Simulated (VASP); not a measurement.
# TePb4Se3 (Pm-3m) in VASP: notebook

Aim: see how the results for TePb4Se3 move with the level of theory and the settings. Levels: PBE, r2SCAN. Tasks: single point.

Everything below comes from runs of VASP 6.6.1. Logs are shortened: lines on timing, memory, paths and dates and some standing lists are left out, and cuts for length are marked.

## 1. The cell of the first run

Symmetry: Pm-3m, No. 221, cubic system. The conventional cell has a = 6.243 Å, b = 6.243 Å, c = 6.243 Å, α = 90.00°, β = 90.00°, γ = 90.00°. Te (site symmetry m-3m) has 6 Pb at 3.12 Å within 4.1 Å. Within 4.1 Å of Pb (site symmetry m-3m) lie 6 Se at 3.12 Å. Pb (site symmetry 4/mmm) has 2 Te at 3.12 Å and 4 Se at 3.12 Å within 4.1 Å. Within 4.1 Å of Se (site symmetry 4/mmm) lie 6 Pb at 3.12 Å.

## 2. Single point, PBE

The input, INCAR:

```
  PREC = Accurate
  ENCUT = 520
  EDIFF = 1E-7
  ISMEAR = 0
  SIGMA = 0.1
  LREAL = F
  LASPH = T
  NELM = 100
  ALGO = Normal
  ISIF = 2
  LWAVE = F
  LCHARG = F
  GGA = PE
  NBANDS = 50
```

The input, KPOINTS:

```
Automatic mesh
0
Gamma
  4 4 4
```

The input, POSCAR:

```
TePb4Se3
1.0
    6.2428259800      0.0000000000      0.0000000000
    0.0000000000      6.2428259800      0.0000000000
    0.0000000000      0.0000000000      6.2428259800
Te Pb Se
1 4 3
Direct
    0.5000000000      0.5000000000      0.5000000000
    0.0000000000      0.0000000000      0.0000000000
    0.5000000000      0.0000000000      0.5000000000
    0.0000000000      0.5000000000      0.5000000000
    0.5000000000      0.5000000000      0.0000000000
    0.0000000000      0.5000000000      0.0000000000
    0.5000000000      0.0000000000      0.0000000000
    0.0000000000      0.0000000000      0.5000000000
```

Potentials or basis: VASP PAW PBE potentials, release 64 (Te, Pb_d, Se).

The run is started by

```sh
cat potpaw_PBE.64/Te/POTCAR potpaw_PBE.64/Pb_d/POTCAR potpaw_PBE.64/Se/POTCAR > POTCAR
mpirun -np 1 vasp_std > vasp.out
```

OUTCAR:

```text
PREC = Accurate
   ENCUT = 520
   EDIFF = 1E-7
   ISMEAR = 0
   LREAL = F
   LASPH = T
   NELM = 100
   ISIF = 2
   GGA = PE

 ion  position               nearest neighbor table
   1  0.500  0.500  0.500-   3 3.12   4 3.12   5 3.12   5 3.12   3 3.12   4 3.12
   2  0.000  0.000  0.000-   6 3.12   7 3.12   8 3.12   8 3.12   6 3.12   7 3.12
   3  0.500  0.000  0.500-   1 3.12   7 3.12   8 3.12   7 3.12   1 3.12   8 3.12
   4  0.000  0.500  0.500-   1 3.12   6 3.12   8 3.12   6 3.12   8 3.12   1 3.12
   5  0.500  0.500  0.000-   1 3.12   6 3.12   7 3.12   1 3.12   7 3.12   6 3.12
   6  0.000  0.500  0.000-   2 3.12   4 3.12   5 3.12   4 3.12   2 3.12   5 3.12
   7  0.500  0.000  0.000-   2 3.12   3 3.12   5 3.12   3 3.12   5 3.12   2 3.12
   8  0.000  0.000  0.500-   2 3.12   3 3.12   4 3.12   2 3.12   4 3.12   3 3.12

  LATTYP: Found a simple cubic cell.
 ALAT       =     6.2428259800

  Lattice vectors:

 A1 = (   6.2428259800,   0.0000000000,   0.0000000000)
 A2 = (   0.0000000000,   6.2428259800,   0.0000000000)
 A3 = (   0.0000000000,   0.0000000000,   6.2428259800)

Analysis of symmetry for initial positions (statically):
=====================================================================
 Subroutine PRICEL returns:
 Original cell was already a primitive cell.

 Routine SETGRP: Setting up the symmetry group for a
 simple cubic supercell.

 Subroutine GETGRP returns: Found 48 space group operations
 (whereof 48 operations were pure point group operations)
 out of a pool of 48 trial point group operations.

The static configuration has the point symmetry O_h .

Analysis of symmetry for dynamics (positions and initial velocities):
=====================================================================
 Subroutine PRICEL returns:
 Original cell was already a primitive cell.

 Routine SETGRP: Setting up the symmetry group for a
 simple cubic supercell.

 Subroutine GETGRP returns: Found 48 space group operations
 (whereof 48 operations were pure point group operations)
 out of a pool of 48 trial point group operations.

The dynamic configuration has the point symmetry O_h .

 Subroutine INISYM returns: Found 48 space group operations
 (whereof 48 operations are pure point group operations),
 and found     1 'primitive' translations

----------------------------------------------------------------------------------------

                                     Primitive cell

  volume of cell :     243.3009

  direct lattice vectors                    reciprocal lattice vectors
     6.242825980  0.000000000  0.000000000     0.160183866  0.000000000  0.000000000
     0.000000000  6.242825980  0.000000000     0.000000000  0.160183866  0.000000000
     0.000000000  0.000000000  6.242825980     0.000000000  0.000000000  0.160183866

  length of vectors
     6.242825980  6.242825980  6.242825980     0.160183866  0.160183866  0.160183866

  position of ions in fractional coordinates (direct lattice)
     0.500000000  0.500000000  0.500000000
     0.000000000  0.000000000  0.000000000
     0.500000000  0.000000000  0.500000000
     0.000000000  0.500000000  0.500000000
     0.500000000  0.500000000  0.000000000
     0.000000000  0.500000000  0.000000000
     0.500000000  0.000000000  0.000000000
     0.000000000  0.000000000  0.500000000

  ion indices of the primitive-cell ions
   primitive index   ion index
                 1           1
                 2           2
                 3           3
                 4           4
                 5           5
                 6           6
                 7           7
                 8           8

----------------------------------------------------------------------------------------

 KPOINTS: Automatic mesh

Automatic generation of k-mesh.
 Grid dimensions read from file:
 generate k-points for:    4    4    4

 Generating k-lattice:

  Cartesian coordinates                     Fractional coordinates (reciprocal lattice)
     0.040045966  0.000000000  0.000000000     0.250000000  0.000000000  0.000000000
     0.000000000  0.040045966  0.000000000     0.000000000  0.250000000  0.000000000
     0.000000000  0.000000000  0.040045966     0.000000000  0.000000000  0.250000000

  Length of vectors
     0.040045966  0.040045966  0.040045966

  Shift w.r.t. Gamma in fractional coordinates (k-lattice)
     0.000000000  0.000000000  0.000000000

 Subroutine IBZKPT returns following result:
 ===========================================

 Found     10 irreducible k-points:

 Following reciprocal coordinates:
            Coordinates               Weight
  0.000000  0.000000  0.000000      1.000000
  0.250000  0.000000  0.000000      6.000000
  0.500000  0.000000  0.000000      3.000000
  0.250000  0.250000  0.000000     12.000000
  0.500000  0.250000  0.000000     12.000000
  0.500000  0.500000  0.000000      3.000000
  0.250000  0.250000  0.250000      8.000000
  0.500000  0.250000  0.250000     12.000000
  0.500000  0.500000  0.250000      6.000000
  0.500000  0.500000  0.500000      1.000000
   k-points           NKPTS =     10   k-points in BZ     NKDIM =     10   number of bands    NBANDS=     50
   number of dos      NEDOS =    301   number of ions     NIONS =      8
   total plane-waves  NPLWV = 110592
   dimension x,y,z NGX =    48 NGY =   48 NGZ =   48
   dimension x,y,z NGXF=    96 NGYF=   96 NGZF=   96
   ions per type =               1   4   3
   NGX,Y,Z   is equivalent  to a cutoff of  12.78, 12.78, 12.78 a.u.
   NGXF,Y,Z  is equivalent  to a cutoff of  25.56, 25.56, 25.56 a.u.
 SYSTEM =  unknown system
   PREC   = accura    normal or accurate (medium, high low for compatibility)
   ISTART =      0    job   : 0-new  1-cont  2-samecut
   ICHARG =      2    charge: 1-file 2-atom 10-const
   ISPIN  =      1    spin polarized calculation?
   LNONCOLLINEAR =      F non collinear calculations
   LSORBIT =      F    spin-orbit coupling
   LASPH  =      T    aspherical Exc in radial PAW
   ENCUT  =  520.0 eV  38.22 Ry    6.18 a.u.  11.61 11.61 11.61*2*pi/ulx,y,z
   NELM   =    100;   NELMIN=  2; NELMDL= -5     # of ELM steps
   EDIFF  = 0.1E-06   stopping-criterion for ELM
   LREAL  =      F    real-space projection
   EDIFFG = 0.1E-05   stopping-criterion for IOM
   NSW    =      0    number of steps for IOM
   IBRION =     -1    ionic relax: 0-MD 1-quasi-New 2-CG
   NFREE  =      0    steps in history (QN), initial steepest desc. (CG)
   ISIF   =      2    stress and relaxation
   ISYM   =      2    0-nonsym 1-usesym 2-fastsym
   POTIM  = 0.5000    time-step for ionic-motion
   TEBEG  =    0.0;   TEEND  =   0.0 temperature during run
   PSTRESS=    0.0 pullay stress
   NELECT =      80.0000    total number of electrons
   NUPDOWN=      -1.0000    fix difference up-down
   EMIN   =  10.00;   EMAX   =-10.00  energy-range for DOS
   EFERMI =   0.00;   METHOD = LEGACY
   ISMEAR =     0;   SIGMA  =   0.10  broadening in eV -4-tet -1-fermi 0-gaus
   EFERMI_NEDOS =   21; number of points for ismear=-14 and -15
   IALGO  =     38    algorithm
   IMIX   =      4    mixing-type and parameters
     AMIX     =   0.40;   BMIX     =  1.00
     AMIX_MAG =   1.60;   BMIX_MAG =  1.00
  volume/ion in A,a.u.               =      30.41       205.23
  Fermi-wavevector in a.u.,A,eV,Ry     =   1.129944  2.135285 17.371558  1.276774
  Thomas-Fermi vector in A             =   2.266639
   LORBIT       =      0    0 simple, 1 ext, 2 COOP (PROOUT), +10 PAW based schemes
   GGA     = PE    functional components
   LHFCALC =     F    Hartree Fock is set to
   AEXX    =    0.0000 exact exchange contribution
   IVDW    =     0    specifies the selected vdW correction
   LEPSILON=     F    determine dielectric tensor
   LRPA    =     F    only Hartree local field effects (RPA)
 non-spin polarized calculation
 Gauss-broadening in eV      SIGMA  =   0.10
  energy-cutoff  :      520.00
  volume of cell :      243.30
 maximum number of plane-waves:      6619
 NGX is ok and might be reduce to    48
   NGX = 23   NGY = 23   NGZ = 23

 number of electron      79.9999978 magnetization

 Free energy of the ion-electron system (eV)
  ---------------------------------------------------
  ext. energy  EPLUGINS =         0.00000000
  ---------------------------------------------------
  free energy    TOTEN  =       -31.81975290 eV

  energy without entropy =      -31.81766091  energy(sigma->0) =      -31.81870691

 E-fermi :   5.1815     XC(G=0):  -9.3927

 val. band max:        5.0851673740   @ k =   0.5000   0.5000   0.5000
 cond. band min:       5.2778281916   @ k =   0.5000   0.5000   0.5000
 fundamental gap:      0.1926608176
 Fermi energy:         5.1815046897

 k-point     1 :       0.0000    0.0000    0.0000
  band No.  band energies     occupation
      1     -11.8729      2.00000
      2     -11.8509      2.00000
      3     -11.8509      2.00000
      4     -11.7819      2.00000
      5     -11.7819      2.00000
      6     -11.7819      2.00000
[... 42 lines left out ...]
     49      10.2807      0.00000
     50      10.4782      0.00000

 k-point     2 :       0.2500    0.0000    0.0000
  band No.  band energies     occupation
      1     -11.8574      2.00000
      2     -11.8405      2.00000
      3     -11.8342      2.00000
      4     -11.7808      2.00000
      5     -11.7772      2.00000
      6     -11.7772      2.00000
[... 42 lines left out ...]
     49       9.9329      0.00000
     50      10.1078      0.00000

 k-point     3 :       0.5000    0.0000    0.0000
  band No.  band energies     occupation
      1     -11.8374      2.00000
      2     -11.8290      2.00000
      3     -11.8104      2.00000
      4     -11.7796      2.00000
      5     -11.7772      2.00000
      6     -11.7761      2.00000
[... 360 lines left out ...]
     49       8.2074      0.00000
     50       8.2292      0.00000

 k-point    10 :       0.5000    0.5000    0.5000
  band No.  band energies     occupation
      1     -11.7943      2.00000
      2     -11.7943      2.00000
      3     -11.7943      2.00000
      4     -11.7929      2.00000
      5     -11.7929      2.00000
      6     -11.7700      2.00000
[... 42 lines left out ...]
     49       6.7372      0.00000
     50       6.7566      0.00000

------------------------ aborting loop because EDIFF is reached ----------------------------------------

  FORCE on cell =-STRESS in cart. coord.  units (eV):
  Direction    XX          YY          ZZ          XY          YZ          ZX
  --------------------------------------------------------------------------------------
  -------------------------------------------------------------------------------------
  Total        2.5406895      2.5406895      2.5406895      0.0000000      0.0000000     -0.0000000
  in kB       16.7308684     16.7308684     16.7308684      0.0000000      0.0000000     -0.0000000
  external PRESSURE =      16.7308684 kB  Pullay stress =       0.0000000 kB

 VOLUME and BASIS-vectors are now :
 -----------------------------------------------------------------------------
  energy-cutoff  :      520.00
  volume of cell :      243.30
      direct lattice vectors                 reciprocal lattice vectors
     6.242825980  0.000000000  0.000000000     0.160183866  0.000000000  0.000000000
     0.000000000  6.242825980  0.000000000     0.000000000  0.160183866  0.000000000
     0.000000000  0.000000000  6.242825980     0.000000000  0.000000000  0.160183866

 POSITION                                       TOTAL-FORCE (eV/Angst)
 -----------------------------------------------------------------------------------
      3.12141      3.12141      3.12141         0.000000      0.000000      0.000000
      0.00000      0.00000      0.00000         0.000000      0.000000      0.000000
      3.12141      0.00000      3.12141         0.000000      0.000000      0.000000
      0.00000      3.12141      3.12141         0.000000      0.000000      0.000000
      3.12141      3.12141      0.00000         0.000000      0.000000      0.000000
      0.00000      3.12141      0.00000         0.000000      0.000000      0.000000
      3.12141      0.00000      0.00000         0.000000      0.000000      0.000000
      0.00000      0.00000      3.12141         0.000000      0.000000      0.000000
 -----------------------------------------------------------------------------------
    total drift:                                0.000000      0.000000     -0.000000

  FREE ENERGIE OF THE ION-ELECTRON SYSTEM (eV)
  ---------------------------------------------------
  free  energy   TOTEN  =       -31.8197529038 eV

  energy  without entropy=      -31.8176609148  energy(sigma->0) =      -31.81870691
```

Wall time 3.9 min (1 thread of Intel Xeon 8259CL, shared host); peak memory 0.38 GiB.

Results:

```
Free energy            : -31.8198 eV
Pressure               : 1.7 GPa
Band gap on the k mesh : 0.19 eV
```

Levels at points of the mesh, in eV from the valence-band top:
| k point | band 36 | band 37 | band 38 | band 39 | band 40 | band 41 | band 42 | band 43 | band 44 | band 45 |
| --- | --- | --- | --- | --- | --- | --- | --- | --- | --- | --- |
| (0.00, 0.00, 0.00) | -3.01 | -3.01 | -1.72 | -1.72 | -1.72 | 3.57 | 3.57 | 3.57 | 4.38 | 4.38 |
| (0.50, 0.00, 0.00) | -2.42 | -1.62 | -1.55 | -0.82 | -0.59 | 1.73 | 1.83 | 2.33 | 2.48 | 4.25 |
| (0.50, 0.50, 0.00) | -1.42 | -0.84 | -0.83 | -0.68 | -0.68 | 1.15 | 1.42 | 1.42 | 1.69 | 1.75 |
| (0.50, 0.50, 0.50) | -1.21 | -0.17 | 0.00 | 0.00 | 0.00 | 0.19 | 0.19 | 0.19 | 1.01 | 1.25 |

Caveat: spin-orbit coupling is left out, which moves the levels of the heavy elements. A k mesh can miss the band edges.

## 3. Single point, PBE

This run uses another cell than the first one, of 31.52 Å³/atom.

The input, INCAR:

```
SYSTEM = TePb4Se3
ALGO = Normal
EDIFF = 1E-6
ENCUT = 520
GGA = PE
ISIF = 2
ISMEAR = 0
LASPH = .TRUE.
LCHARG = .FALSE.
LREAL = .FALSE.
LWAVE = .FALSE.
NBANDS = 50
NELM = 80
PREC = Accurate
SIGMA = 0.01
```

The input, KPOINTS:

```
k-points
0
G
  6 6 6
  0 0 0
```

POSCAR: that of step 2 with these lines changed.

```diff
@@ -2,5 +2,5 @@
 1.0
-    6.2428259800      0.0000000000      0.0000000000
-    0.0000000000      6.2428259800      0.0000000000
-    0.0000000000      0.0000000000      6.2428259800
+    6.3176684317      0.0000000000      0.0000000000
+    0.0000000000      6.3176684317      0.0000000000
+    0.0000000000      0.0000000000      6.3176684317
 Te Pb Se
```

Potentials or basis: VASP PAW PBE potentials, release 64 (Te, Pb_d, Se).

The run is started by

```sh
cat potpaw_PBE.64/Te/POTCAR potpaw_PBE.64/Pb_d/POTCAR potpaw_PBE.64/Se/POTCAR > POTCAR
mpirun -np 1 vasp_std > vasp.out
```

Wall time 5.9 min (1 thread of Intel Xeon 8259CL, shared host); peak memory 0.46 GiB.

The run converged. Its results:

* Free energy: -31.9122 eV
* Pressure: 0.0 GPa
* Band gap on the k mesh: 0.30 eV

Levels at points of the mesh, in eV from the valence-band top:
| k point | band 38 | band 39 | band 40 | band 41 | band 42 | band 43 |
| --- | --- | --- | --- | --- | --- | --- |
| (0.00, 0.00, 0.00) | -1.55 | -1.55 | -1.55 | 3.74 | 3.74 | 3.74 |
| (0.50, 0.00, 0.00) | -1.41 | -0.72 | -0.51 | 1.79 | 1.87 | 2.33 |
| (0.50, 0.50, 0.00) | -0.75 | -0.61 | -0.61 | 1.20 | 1.45 | 1.45 |
| (0.50, 0.50, 0.50) | 0.00 | 0.00 | 0.00 | 0.30 | 0.30 | 0.30 |

Caveat: spin-orbit coupling is left out, which moves the levels of the heavy elements.

## 4. Single point, r2SCAN

This run uses another cell than the first one, of 31.52 Å³/atom.

POSCAR is that of step 3.

The input, INCAR.step1:

```
SYSTEM = TePb4Se3
PREC = Accurate ; ENCUT = 520
ISMEAR = 0 ; SIGMA = 0.01
LREAL = .FALSE. ; LASPH = .TRUE.
NELM = 100 ; NBANDS = 50
GGA = PE ; ALGO = Normal
EDIFF = 1E-4 ; LWAVE = .TRUE.
LCHARG = .FALSE.
```

The input, INCAR.step2:

```
SYSTEM = TePb4Se3
PREC = Accurate ; ENCUT = 520
EDIFF = 1E-7 ; ISMEAR = 0
SIGMA = 0.01 ; LREAL = .FALSE.
LASPH = .TRUE. ; NELM = 100
ALGO = Normal ; ISIF = 2
LWAVE = .FALSE. ; LCHARG = .FALSE.
METAGGA = R2SCAN ; LMIXTAU = .TRUE.
NBANDS = 50 ; ISTART = 1
```

The input, KPOINTS:

```
Automatic mesh
0
G
  6 6 6
  0 0 0
```

The run is started by

```sh
cat potpaw_PBE.64/Te/POTCAR potpaw_PBE.64/Pb_d/POTCAR potpaw_PBE.64/Se/POTCAR > POTCAR
cp INCAR.step1 INCAR
mpirun -np 1 vasp_std > vasp.out
cp INCAR.step2 INCAR
mpirun -np 1 vasp_std > vasp.out
```

Run time: 21 min. Hardware: 1 thread of Intel Xeon 8259CL, shared host; peak memory 0.51 GiB.

The run converged. Its results:

| Quantity | Value |
| --- | --- |
| Free energy | -298.2834 eV |
| Pressure | -0.9 GPa |
| Band gap on the k mesh | 0.57 eV |

Levels at points of the mesh, in eV from the valence-band top:
```
           k point  band 36  band 37  band 38  band 39  band 40  band 41  band 42  band 43  band 44  band 45
(0.00, 0.00, 0.00)    -2.92    -2.92    -1.68    -1.68    -1.68     4.05     4.05     4.05     4.64     4.64
(0.50, 0.00, 0.00)    -2.35    -1.55    -1.47    -0.81    -0.58     2.05     2.12     2.56     2.72     4.68
(0.50, 0.50, 0.00)    -1.38    -0.80    -0.78    -0.61    -0.61     1.44     1.70     1.70     1.90     2.05
(0.50, 0.50, 0.50)    -1.20    -0.19     0.00     0.00     0.00     0.57     0.57     0.57     1.41     1.51
```

Caveat: the PAW data sets were made with another functional, which shifts forces and pressure a little; spin-orbit coupling is left out, which moves the levels of the heavy elements.

## 5. Overview

```tsv
level	cell	k mesh	smearing	gap on the mesh (eV)	pressure (GPa)
PBE	a = 6.243 Å, 8 atoms	4 × 4 × 4	gaussian 0.1 eV	0.19	1.7
PBE	a = 6.318 Å, 8 atoms	6 × 6 × 6	gaussian 0.01 eV	0.30	0.0
r2SCAN	a = 6.318 Å, 8 atoms	6 × 6 × 6	gaussian 0.01 eV	0.57	-0.9
```

Alike in all rows: task single point; potentials or basis VASP PAW PBE potentials, release 64 (Te, Pb_d, Se); no spin polarisation; cutoff (eV) 520.

Caveats: spin-orbit coupling is left out, which moves the levels of the heavy elements; the PAW data sets were made with another functional, which shifts forces and pressure a little (at least some runs).

Absolute energies hang on the potentials; compare differences alone.
